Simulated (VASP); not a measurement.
Here is a VASP 6.6.1 calculation.

The input INCAR:

```
SYSTEM = Pt
  PREC = Accurate
  ENCUT = 520
  EDIFF = 1E-6
  ISMEAR = 0
  SIGMA = 0.15
  LREAL = .False.
  LASPH = .True.
  NELM = 60
  ALGO = Normal
  ISIF = 2
  LWAVE = .False.
  LCHARG = .False.
  GGA = CA
  NBANDS = 11
```

Contents of KPOINTS:

```
regular mesh
0
Gamma
  22 22 22
  0 0 0
```

POSCAR

```
Pt
1.0
    0.0000000000      1.9934433436      1.7081816012
    1.9934433436      0.0000000000      1.7081816012
    1.9934433436      1.9934433436      0.0000000000
Pt
1
Direct
    0.0000000000      0.0000000000      0.0000000000
```

Potentials or basis: VASP PAW LDA potentials, release 64 (Pt).

Run with:

```bash
$ cat potpaw_LDA.64/Pt/POTCAR > POTCAR
$ mpirun -np 1 vasp_std > vasp.out
```

Problem. Predict the band gap on the k mesh.

Solution. Zero (band 5 reaches 14.48 eV, above the bottom of band 6 at 11.22 eV).

Problem. Predict the pressure.

Solution. 35.1 GPa.

Stress tensor (GPa, compression positive):
```
31.50  0.00  0.00
 0.00 31.50  0.00
 0.00  0.00 42.44
```

Caveat: spin-orbit coupling is left out, which moves the levels of the heavy elements.
